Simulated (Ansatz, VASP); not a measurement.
# Two plane-wave programs on InSe

The input INCAR:

```
PREC     = Accurate       # precision mode
ENCUT    = 520            # plane-wave cutoff, eV
EDIFF    = 1E-6           # SCF threshold, eV
ISMEAR   = -1             # smearing method
SIGMA    = 0.05           # smearing width, eV
LREAL    = False          # projectors in reciprocal space
LASPH    = True           # aspherical terms in the spheres
NELM     = 60             # most SCF steps
ALGO     = Normal         # electronic algorithm
ISIF     = 2              # what is computed and relaxed
LWAVE    = False          # write WAVECAR
LCHARG   = False          # write CHGCAR
NBANDS   = 27             # bands
```

The input KPOINTS:

```
Automatic mesh
0
Gamma
  7 7 6
```

File POSCAR:

```
InSe
1.0
    5.8649793859     -2.0682562983      0.0000000000
    5.8649793859      2.0682562983      0.0000000000
   -1.7346454858      0.0000000000      4.8029471088
In Se
2 2
Direct
    0.8882032500      0.8882032500      0.0468413600
    0.1117967500      0.1117967500      0.9531586400
    0.6609275900      0.6609275900      0.6689556200
    0.3390724100      0.3390724100      0.3310443800
```

File input.yaml:

```yaml
crystal:
  lattice:
    - [5.8649793859, -2.0682562983, 0.0]
    - [5.8649793859, 2.0682562983, 0.0]
    - [-1.7346454858, 0.0, 4.8029471088]
  atoms:
    - { symbol: In, position: [0.88820325, 0.88820325, 0.04684136] }
    - { symbol: In, position: [0.11179675, 0.11179675, 0.95315864] }
    - { symbol: Se, position: [0.66092759, 0.66092759, 0.66895562] }
    - { symbol: Se, position: [0.33907241, 0.33907241, 0.33104438] }
hamiltonian:
  xc: lda
  pseudopotentials: { kind: paw }
kpoints:
  mp_grid: { grid: [7, 7, 6] }
scf:
  occupations: { method: fermi_dirac, width: 0.05 }
output:
  forces: true
  stress: true
  eigenvalues: true
```

Alike in both runs: task single point; functional LDA; k mesh 7 × 7 × 6; occupations fermi-dirac, width 0.05 eV; no spin polarisation.

```csv
,VASP,Ansatz
version,VASP 6.6.1,Ansatz 0.2.0
potentials or method,"VASP PAW LDA potentials, release 64 (In_d, Se)",Ansatz PAW
plane-wave cutoff (eV),520,420
valence electrons in the cell,38,58
```

```tsv
	VASP	Ansatz	Ansatz less VASP
gap on the k mesh at the Fermi level (eV)	0.97	0.96	-0.011
least direct gap on the mesh (eV)	1.02	1.01	-0.015
pressure (GPa)	-3.5	-3.6	-0.11
traceless stress, the component that is largest in VASP (GPa)	-0.66	-0.69	-0.027
rms of the force components (eV/Å)	0.104	0.115	+0.0105
```

LDA's correlation is that of Perdew and Zunger in VASP and of Perdew and Wang (1992) in Ansatz. Atom by atom the forces differ by 0.011 eV/Å (rms over components). VASP's potentials hold 38 valence electrons a cell and Ansatz's 58, so a difference there can come from the potentials and not from the codes.

Noted on Ansatz's run: odd divisions of the mesh miss points on the zone boundary, where band edges often lie, so the gap on the mesh can be too wide.
